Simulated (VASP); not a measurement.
**Ru: relaxation of cell and atoms with PBE**

The system is Ru.

```xyz
2
Lattice="2.7058 0.0000 0.0000 -1.3529 2.3433 0.0000 0.0000 0.0000 4.2819" Properties=species:S:1:pos:R:3 pbc="T T T"
Ru    0.0000    1.5622    1.0705
Ru    1.3529    0.7811    3.2114
```

- Program: VASP 6.6.1
- Task: relaxation of cell and atoms
- Functional: PBE
- Potentials or basis: VASP PAW PBE potentials, release 64 (Ru_pv)
- Cutoff: 600 eV
- k mesh: 18 × 18 × 10
- Occupations: gaussian, width 0.1 eV
- Spin: no spin polarisation
- Dipole correction: no
- Further INCAR settings: ALGO = Fast; EDIFF = 1e-07; IBRION = 2; EDIFFG = -0.005; NSW = 100; ISIF = 3

```json
{"Relaxed volume": "13.76 Å³/atom", "Relaxed cell": "a = 2.719 Å, b = 2.719 Å, c = 4.296 Å, α = 90.00°, β = 90.00°, γ = 120.00°", "Space group after relaxing (to 0.1 Å)": "P6_3/mmc (No. 194)", "Energy gained by relaxing": "2.5 meV/atom", "Ionic steps": "6", "Pressure after relaxing": "0.0 GPa", "Band gap on the k mesh": "zero (bands 14 and 15 overlap by 3.07 eV)"}
```

The path:
```csv
step,energy change (eV),largest force (eV/Å),pressure (GPa),volume (Å³)
1,0.0000,0.0000,4.34,27.15
2,0.0350,0.0000,-11.13,28.62
3,-0.0049,0.0000,-0.06,27.52
4,-0.0049,0.0000,0.03,27.51
5,-0.0049,0.0000,0.05,27.51
6,-0.0050,0.0000,0.04,27.51
```

Final structure:
```yaml
crystal:
  lattice:
    - [2.71939, 0.00000, 0.00000]
    - [-1.35969, 2.35506, 0.00000]
    - [0.00000, 0.00000, 4.29612]
  atoms:
    - { symbol: Ru, position: [0.33333, 0.66667, 0.25000] }
    - { symbol: Ru, position: [0.66667, 0.33333, 0.75000] }
```

Levels at points of the mesh, in eV from the Fermi level:
```csv
k point,band 12,band 13,band 14,band 15,band 16,band 17
"(0.00, 0.00, 0.00)",-1.87,-1.87,-1.37,-1.37,1.17,1.17
"(0.50, 0.00, 0.00)",-1.77,-1.48,1.39,1.80,1.89,4.00
"(0.00, 0.00, 0.50)",-2.70,-2.65,-2.65,0.54,0.54,0.54
"(0.50, 0.00, 0.50)",-1.04,0.45,0.45,1.64,1.64,3.35
```

It took 12 min on 1 thread of Intel Xeon 8259CL, with other jobs on the host, peak memory 0.25 GiB.

PBE usually gives volumes a little too large and moduli too small. Zero-point motion and thermal expansion aren't in these numbers.
